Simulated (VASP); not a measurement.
# Bi (R-3m) in VASP: further runs

The runs below take Bi through single point, with PBE.

Program: VASP 6.6.1. These are calculated values, not measurements. Logs are shortened: lines on timing, memory, paths and dates and some standing lists are left out, and cuts for length are marked.

**1. The cell of the first run**

The structure is trigonal, space group R-3m (No. 166). Conventional cell: a = 4.535 Å, b = 4.535 Å, c = 11.814 Å, α = 90.00°, β = 90.00°, γ = 120.00°. Bi (site symmetry 3m) has 6 Bi at 3.06 to 3.52 Å within 4.0 Å.

**2. Single point, PBE**

File INCAR:

```
SYSTEM = Bi
PREC = Accurate ; ENCUT = 520
EDIFF = 1E-6 ; ISMEAR = -1
SIGMA = 0.05 ; LREAL = .FALSE.
LASPH = .TRUE. ; NELM = 100
ALGO = Normal ; ISIF = 2
LWAVE = .FALSE. ; LCHARG = .FALSE.
GGA = PE ; NBANDS = 22
```

File KPOINTS:

```
regular mesh
0
G
  8 8 8
  0 0 0
```

File POSCAR:

```
Bi
1.0
    2.2675000000      1.3091417354      3.9380000000
   -2.2675000000      1.3091417354      3.9380000000
    0.0000000000     -2.6182834708      3.9380000000
Bi
2
Direct
    0.2340000000      0.2340000000      0.2340000000
    0.7660000000      0.7660000000      0.7660000000
```

Potentials or basis: VASP PAW PBE potentials, release 64 (Bi_d).

Started as:

```console
$ cat potpaw_PBE.64/Bi_d/POTCAR > POTCAR
$ mpirun -np 1 vasp_std > vasp.out
```

OUTCAR:

```text
SYSTEM = Bi
   PREC = Accurate
   ENCUT = 520
   EDIFF = 1E-6
   ISMEAR = -1
   LREAL = .FALSE.
   LASPH = .TRUE.
   NELM = 100
   ISIF = 2
   GGA = PE

 ion  position               nearest neighbor table
   1  0.234  0.234  0.234-   2 3.06   2 3.06   2 3.06   2 3.52   2 3.52   2 3.52
   2  0.766  0.766  0.766-   1 3.06   1 3.06   1 3.06   1 3.52   1 3.52   1 3.52

  LATTYP: Found a trigonal (rhomboedric) cell.
 ALAT       =     4.7289800521
 COS(alpha) =     0.5401781303

  Lattice vectors:

 A1 = (   2.2675000000,   1.3091417354,   3.9380000000)
 A2 = (  -2.2675000000,   1.3091417354,   3.9380000000)
 A3 = (   0.0000000000,  -2.6182834708,   3.9380000000)

Analysis of symmetry for initial positions (statically):
=====================================================================
 Subroutine PRICEL returns:
 Original cell was already a primitive cell.

 Routine SETGRP: Setting up the symmetry group for a
 trigonal (rhombohedral) supercell.

 Subroutine GETGRP returns: Found 12 space group operations
 (whereof 12 operations were pure point group operations)
 out of a pool of 12 trial point group operations.

The static configuration has the point symmetry D_3d.

Analysis of symmetry for dynamics (positions and initial velocities):
=====================================================================
 Subroutine PRICEL returns:
 Original cell was already a primitive cell.

 Routine SETGRP: Setting up the symmetry group for a
 trigonal (rhombohedral) supercell.

 Subroutine GETGRP returns: Found 12 space group operations
 (whereof 12 operations were pure point group operations)
 out of a pool of 12 trial point group operations.

The dynamic configuration has the point symmetry D_3d.

 Subroutine INISYM returns: Found 12 space group operations
 (whereof 12 operations are pure point group operations),
 and found     1 'primitive' translations

----------------------------------------------------------------------------------------

                                     Primitive cell

  volume of cell :      70.1392

  direct lattice vectors                    reciprocal lattice vectors
     2.267500000  1.309141735  3.938000000     0.220507166  0.127309872  0.084645336
    -2.267500000  1.309141735  3.938000000    -0.220507166  0.127309872  0.084645336
     0.000000000 -2.618283471  3.938000000     0.000000000 -0.254619744  0.084645336

  length of vectors
     4.728980052  4.728980052  4.728980052     0.268320791  0.268320791  0.268320791

  position of ions in fractional coordinates (direct lattice)
     0.234000000  0.234000000  0.234000000
     0.766000000  0.766000000  0.766000000

  ion indices of the primitive-cell ions
   primitive index   ion index
                 1           1
                 2           2

----------------------------------------------------------------------------------------

 KPOINTS: regular mesh

Automatic generation of k-mesh.
 Grid dimensions read from file:
 generate k-points for:    8    8    8

 Generating k-lattice:

  Cartesian coordinates                     Fractional coordinates (reciprocal lattice)
     0.027563396  0.015913734  0.010580667     0.125000000 -0.000000000 -0.000000000
    -0.027563396  0.015913734  0.010580667    -0.000000000  0.125000000 -0.000000000
     0.000000000 -0.031827468  0.010580667    -0.000000000 -0.000000000  0.125000000

  Length of vectors
     0.033540099  0.033540099  0.033540099

  Shift w.r.t. Gamma in fractional coordinates (k-lattice)
     0.000000000  0.000000000  0.000000000

 Subroutine IBZKPT returns following result:
 ===========================================

 Found     65 irreducible k-points:

 Following reciprocal coordinates:
            Coordinates               Weight
  0.000000  0.000000  0.000000      1.000000
  0.125000  0.000000  0.000000      6.000000
  0.250000  0.000000  0.000000      6.000000
  0.375000  0.000000 -0.000000      6.000000
  0.500000  0.000000  0.000000      3.000000
  0.125000  0.125000  0.000000      6.000000
[... 16 lines left out ...]
  0.250000  0.125000  0.125000      6.000000
  0.375000  0.125000  0.125000      6.000000
 [... further k-points ...]
   k-points           NKPTS =     65   k-points in BZ     NKDIM =     65   number of bands    NBANDS=     22
   number of dos      NEDOS =    301   number of ions     NIONS =      2
   total plane-waves  NPLWV =  46656
   dimension x,y,z NGX =    36 NGY =   36 NGZ =   36
   dimension x,y,z NGXF=    72 NGYF=   72 NGZF=   72
   ions per type =               2
   NGX,Y,Z   is equivalent  to a cutoff of  12.66, 12.66, 12.66 a.u.
   NGXF,Y,Z  is equivalent  to a cutoff of  25.31, 25.31, 25.31 a.u.
 SYSTEM =  Bi
   PREC   = accura    normal or accurate (medium, high low for compatibility)
   ISTART =      0    job   : 0-new  1-cont  2-samecut
   ICHARG =      2    charge: 1-file 2-atom 10-const
   ISPIN  =      1    spin polarized calculation?
   LNONCOLLINEAR =      F non collinear calculations
   LSORBIT =      F    spin-orbit coupling
   LASPH  =      T    aspherical Exc in radial PAW
   ENCUT  =  520.0 eV  38.22 Ry    6.18 a.u.   8.79  8.79  8.79*2*pi/ulx,y,z
   NELM   =    100;   NELMIN=  2; NELMDL= -5     # of ELM steps
   EDIFF  = 0.1E-05   stopping-criterion for ELM
   LREAL  =      F    real-space projection
   EDIFFG = 0.1E-04   stopping-criterion for IOM
   NSW    =      0    number of steps for IOM
   IBRION =     -1    ionic relax: 0-MD 1-quasi-New 2-CG
   NFREE  =      0    steps in history (QN), initial steepest desc. (CG)
   ISIF   =      2    stress and relaxation
   ISYM   =      2    0-nonsym 1-usesym 2-fastsym
   POTIM  = 0.5000    time-step for ionic-motion
   TEBEG  =    0.0;   TEEND  =   0.0 temperature during run
   PSTRESS=    0.0 pullay stress
   NELECT =      30.0000    total number of electrons
   NUPDOWN=      -1.0000    fix difference up-down
   EMIN   =  10.00;   EMAX   =-10.00  energy-range for DOS
   EFERMI =   0.00;   METHOD = LEGACY
   ISMEAR =    -1;   SIGMA  =   0.05  broadening in eV -4-tet -1-fermi 0-gaus
   EFERMI_NEDOS =   21; number of points for ismear=-14 and -15
   IALGO  =     38    algorithm
   IMIX   =      4    mixing-type and parameters
     AMIX     =   0.40;   BMIX     =  1.00
     AMIX_MAG =   1.60;   BMIX_MAG =  1.00
  volume/ion in A,a.u.               =      35.07       236.66
  Fermi-wavevector in a.u.,A,eV,Ry     =   1.233469  2.330919 20.700530  1.521446
  Thomas-Fermi vector in A             =   2.368198
   LORBIT       =      0    0 simple, 1 ext, 2 COOP (PROOUT), +10 PAW based schemes
   GGA     = PE    functional components
   LHFCALC =     F    Hartree Fock is set to
   AEXX    =    0.0000 exact exchange contribution
   IVDW    =     0    specifies the selected vdW correction
   LEPSILON=     F    determine dielectric tensor
   LRPA    =     F    only Hartree local field effects (RPA)
 non-spin polarized calculation
  energy-cutoff  :      520.00
  volume of cell :       70.14
 maximum number of plane-waves:      1934
   NGX = 17   NGY = 17   NGZ = 17

 number of electron      30.0000004 magnetization

 Free energy of the ion-electron system (eV)
  ---------------------------------------------------
  ext. energy  EPLUGINS =         0.00000000
  ---------------------------------------------------
  free energy    TOTEN  =        -7.76107967 eV

  energy without entropy =       -7.75915491  energy(sigma->0) =       -7.76011729

 E-fermi :   6.3797     XC(G=0):  -9.5457

 val. band max:        6.3187707336   @ k =   0.3750   0.1250   0.1250
 cond. band min:       6.5573328173   @ k =   0.3750   0.1250   0.1250
 fundamental gap:      0.2385620838
 Fermi energy:         6.3797172833

 k-point     1 :       0.0000    0.0000    0.0000
  band No.  band energies     occupation
      1     -16.5616      2.00000
      2     -16.5616      2.00000
      3     -16.4090      2.00000
      4     -16.4090      2.00000
      5     -16.3926      2.00000
      6     -16.2225      2.00000
[... 14 lines left out ...]
     21      12.1635      0.00000
     22      12.4957      0.00000

 k-point     2 :       0.1250    0.0000    0.0000
  band No.  band energies     occupation
      1     -16.5502      2.00000
      2     -16.5470      2.00000
      3     -16.4040      2.00000
      4     -16.4002      2.00000
      5     -16.3848      2.00000
      6     -16.2298      2.00000
[... 14 lines left out ...]
     21      12.3273      0.00000
     22      13.6569      0.00000

 k-point     3 :       0.2500    0.0000    0.0000
  band No.  band energies     occupation
      1     -16.5198      2.00000
      2     -16.5056      2.00000
      3     -16.3921      2.00000
      4     -16.3758      2.00000
      5     -16.3615      2.00000
      6     -16.2543      2.00000
[... 14 lines left out ...]
     21      13.0735      0.00000
     22      15.7751      0.00000

 k-point     4 :       0.3750    0.0000   -0.0000
  band No.  band energies     occupation
      1     -16.4823      2.00000
      2     -16.4448      2.00000
      3     -16.3795      2.00000
      4     -16.3419      2.00000
      5     -16.3295      2.00000
      6     -16.2925      2.00000
[... 14 lines left out ...]
     21      14.3708      0.00000
     22      16.3873      0.00000

 k-point     5 :       0.5000    0.0000    0.0000
  band No.  band energies     occupation
      1     -16.4630      2.00000
      2     -16.3932      2.00000
      3     -16.3725      2.00000
      4     -16.3512      2.00000
      5     -16.3132      2.00000
      6     -16.2979      2.00000
[... 417 lines left out ...]
 k-point    22 :       0.1250    0.1250    0.1250
  band No.  band energies     occupation
      1     -16.5507      2.00000
      2     -16.5507      2.00000
      3     -16.4043      2.00000
      4     -16.4043      2.00000
      5     -16.3879      2.00000
      6     -16.2266      2.00000
[... 14 lines left out ...]
     21      12.3703      0.00000
     22      13.4214      0.00000

 k-point    23 :       0.2500    0.1250    0.1250
  band No.  band energies     occupation
      1     -16.5424      2.00000
      2     -16.5225      2.00000
      3     -16.3961      2.00000
      4     -16.3943      2.00000
      5     -16.3781      2.00000
      6     -16.2354      2.00000
[... 14 lines left out ...]
     21      12.8687      0.00000
     22      13.9334      0.00000

 k-point    24 :       0.3750    0.1250    0.1250
  band No.  band energies     occupation
      1     -16.5078      2.00000
      2     -16.4862      2.00000
      3     -16.3787      2.00000
      4     -16.3734      2.00000
      5     -16.3589      2.00000
      6     -16.2555      2.00000
[... 14 lines left out ...]
     21      13.9080      0.00000
     22      15.3124      0.00000

 [... further k-points ...]

------------------------ aborting loop because EDIFF is reached ----------------------------------------

  FORCE on cell =-STRESS in cart. coord.  units (eV):
  Direction    XX          YY          ZZ          XY          YZ          ZX
  --------------------------------------------------------------------------------------
  -------------------------------------------------------------------------------------
  Total        0.9276886      0.9276886      0.9253862      0.0000000      0.0000000      0.0000000
  in kB       21.1910211     21.1910211     21.1384276      0.0000000      0.0000000      0.0000000
  external PRESSURE =      21.1734900 kB  Pullay stress =       0.0000000 kB

 VOLUME and BASIS-vectors are now :
 -----------------------------------------------------------------------------
  energy-cutoff  :      520.00
  volume of cell :       70.14
      direct lattice vectors                 reciprocal lattice vectors
     2.267500000  1.309141735  3.938000000     0.220507166  0.127309872  0.084645336
    -2.267500000  1.309141735  3.938000000    -0.220507166  0.127309872  0.084645336
     0.000000000 -2.618283471  3.938000000     0.000000000 -0.254619744  0.084645336

 POSITION                                       TOTAL-FORCE (eV/Angst)
 -----------------------------------------------------------------------------------
      0.00000      0.00000      2.76448         0.000000     -0.000000      0.187774
      0.00000      0.00000      9.04952         0.000000      0.000000     -0.187774
 -----------------------------------------------------------------------------------
    total drift:                               -0.000000      0.000000     -0.000000

  FREE ENERGIE OF THE ION-ELECTRON SYSTEM (eV)
  ---------------------------------------------------
  free  energy   TOTEN  =        -7.7610796746 eV

  energy  without entropy=       -7.7591549112  energy(sigma->0) =       -7.76011729
```

Wall time 31 s (1 thread of Intel Xeon 6975P-C (Granite Rapids), shared host); peak memory 0.24 GiB.

What came out:

- Free energy: -7.7611 eV
- Pressure: 2.1 GPa
- Largest force: 0.188 eV/Å
- Band gap on the k mesh: zero (bands 15 and 16 overlap by 0.20 eV)

Forces in eV/Å, atoms in the order of the input:
```
Bi   0.000  0.000  0.188
Bi   0.000  0.000 -0.188
```

Caveat: spin-orbit coupling is left out, which moves the levels of the heavy elements.

**3. Single point, PBE**

File INCAR:

```
  PREC = Accurate
  ENCUT = 520
  EDIFF = 1E-6
  ISMEAR = -1
  SIGMA = 0.05
  LREAL = False
  LASPH = True
  NELM = 100
  ALGO = Normal
  ISIF = 2
  LWAVE = False
  LCHARG = False
  GGA = PE
  NBANDS = 22
```

File KPOINTS:

```
regular mesh
0
Gamma
  8 8 8
```

POSCAR is that of step 2.

Potentials or basis: VASP PAW PBE potentials, release 64 (Bi_d).

Started as:

```console
$ cat potpaw_PBE.64/Bi_d/POTCAR > POTCAR
$ mpirun -np 1 vasp_std > vasp.out
```

Run time: 34 s. Hardware: 1 thread of Intel Xeon 6975P-C (Granite Rapids), shared host; peak memory 0.24 GiB.

It converged, with:

```
Free energy            : -7.7611 eV
Pressure               : 2.1 GPa
Largest force          : 0.188 eV/Å
Band gap on the k mesh : zero (bands 15 and 16 overlap by 0.20 eV)
```

Forces on the atoms (eV/Å):
```
Bi   0.000  0.000  0.188
Bi   0.000  0.000 -0.188
```

Levels at points of the mesh, in eV from the Fermi level:
| k point | band 13 | band 14 | band 15 | band 16 | band 17 | band 18 |
| --- | --- | --- | --- | --- | --- | --- |
| (0.00, 0.00, 0.00) | -1.48 | -1.22 | -1.22 | 2.50 | 2.97 | 2.97 |
| (0.50, 0.00, 0.00) | -1.33 | -1.19 | -0.26 | -0.26 | 0.53 | 1.03 |
| (0.50, 0.50, 0.00) | -4.71 | -3.03 | -2.92 | 2.35 | 4.97 | 5.45 |
| (0.50, 0.50, 0.50) | -0.94 | -0.62 | -0.62 | 0.68 | 0.68 | 0.75 |

Caveat: spin-orbit coupling is left out, which moves the levels of the heavy elements.
